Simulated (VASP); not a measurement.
## HfO2: single point with HSE06

HfO2:

```
Hf O
1.0
     0.07621    2.60540    2.60540
     2.60540    0.07621    2.60540
     2.60540    2.60540    0.07621
Hf O
1 2
Direct
  0.00000 0.00000 0.00000
  0.24873 0.24873 0.24873
  0.75127 0.75127 0.75127
```

This cell differs from its parent crystal: strain along [111] +4.5%.

* Program: VASP 6.6.1
* Task: single point
* Functional: HSE06
* Potentials or basis: VASP PAW PBE potentials, release 64 (Hf_pv, O)
* Cutoff: 520 eV
* k mesh: 6 × 6 × 6
* Occupations: gaussian, width 0.01 eV
* Spin: no spin polarisation
* Dipole correction: no
* Grid for exact exchange (PRECFOCK): Normal
* Further INCAR settings: ALGO = Normal; EDIFF = 1e-06; NBANDS = 18
* Share of exact exchange: 0.25
* Screening parameter: 0.2079 1/Å

The pressure is -15.3 GPa, the largest force is 0.050 eV/Å and the band gap on the k mesh is 5.24 eV.

Forces on the atoms (eV/Å):
```
Hf   0.000  0.000  0.000
O    0.029  0.029  0.029
O   -0.029 -0.029 -0.029
```

Stress tensor (GPa, compression positive):
```
-15.30  -1.65  -1.65
 -1.65 -15.30  -1.65
 -1.65  -1.65 -15.30
```

Levels at points of the mesh, in eV from the valence-band top:
| k point | band 9 | band 10 | band 11 | band 12 | band 13 | band 14 |
| --- | --- | --- | --- | --- | --- | --- |
| (0.00, 0.00, 0.00) | -0.68 | -0.68 | -0.57 | 5.37 | 5.37 | 7.09 |
| (0.50, 0.00, 0.00) | -2.86 | -2.05 | -1.88 | 5.98 | 6.29 | 8.43 |
| (0.50, 0.50, 0.00) | -1.76 | -1.40 | 0.00 | 5.24 | 7.06 | 7.83 |
| (0.50, 0.50, 0.50) | -2.88 | -1.95 | -1.95 | 6.01 | 6.01 | 7.87 |

Run time: 30 min on 4 MPI ranks on Intel(R) Xeon(R) Platinum 8375C CPU @ 2.90GHz (Ice Lake) (shared host), peak memory 0.27 GiB a rank.

Caveat: the cell differs from its parent crystal (strain along [111] +4.5%); the cell stands under tension; the PAW data sets were made with another functional, which shifts forces and pressure a little; spin-orbit coupling is left out, which moves the levels of the heavy elements. A k mesh can miss the band edges.
